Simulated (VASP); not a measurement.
Set up this calculation in VASP 6.6.1, as the native input.

```yaml
Task: single point
Functional: PBE
Potentials_or_basis: VASP PAW PBE potentials, release 64 (H, Pb_d, N, O)
Cutoff: 520 eV
k_mesh: 5 × 4 × 4
Occupations: fermi-dirac, width 0.05 eV
Spin: no spin polarisation
Dipole_correction: no
Further_INCAR_settings: ALGO = Normal; EDIFF = 1e-07; NBANDS = 31
```

The structure of HPbNO4 lies in POSCAR:

```
HPbNO4
1.0
    3.7783321923      0.0017436633     -0.0358332599
    0.1699875774      4.2458788462     -0.0161337832
    0.7425556580      0.8216082570      5.7566553182
H Pb N O
1 1 1 4
Direct
    0.6151100000      0.8955900000      0.1984400000
    0.6459700000      0.4465100000      0.9168500000
    0.7147400000      0.2381000000      0.5005800000
    0.1695800000      0.4700700000      0.7776800000
    0.6291900000      0.9704500000      0.4984500000
    0.5642400000      0.9258300000      0.0384900000
    0.7802200000      0.4225000000      0.3195100000
```

These files were run (other wordings do the same):

INCAR

```
PREC = Accurate
ENCUT = 520
EDIFF = 1E-7
ISMEAR = -1
SIGMA = 0.05
LREAL = False
LASPH = True
NELM = 80
ALGO = Normal
ISIF = 2
LWAVE = False
LCHARG = False
GGA = PE
NBANDS = 31
```

KPOINTS

```
regular mesh
0
Gamma
  5 4 4
```

Potentials or basis: VASP PAW PBE potentials, release 64 (H, Pb_d, N, O).

Run with:

```console
$ cat potpaw_PBE.64/H/POTCAR potpaw_PBE.64/Pb_d/POTCAR potpaw_PBE.64/N/POTCAR potpaw_PBE.64/O/POTCAR > POTCAR
$ mpirun -np 1 vasp_std > vasp.out
```

It gave:

| Item | Value |
| --- | --- |
| Pressure | 7.5 GPa |
| Largest force | 2.798 eV/Å |
| Band gap on the k mesh | 0.33 eV (least direct gap 0.52 eV) |

Caveat: the standard files for N, O and F lose accuracy on very short bonds; the cell stands under pressure; spin-orbit coupling is left out, which moves the levels of the heavy elements; an odd mesh through Γ misses points on the zone boundary, where band edges can lie; forces of over 1 eV/Å act on the atoms, so gaps and moduli don't describe the material at rest.

Run time: 49 s on 1 thread of Intel(R) Xeon(R) 6975P-C (Granite Rapids) (shared host), peak memory 0.26 GiB.
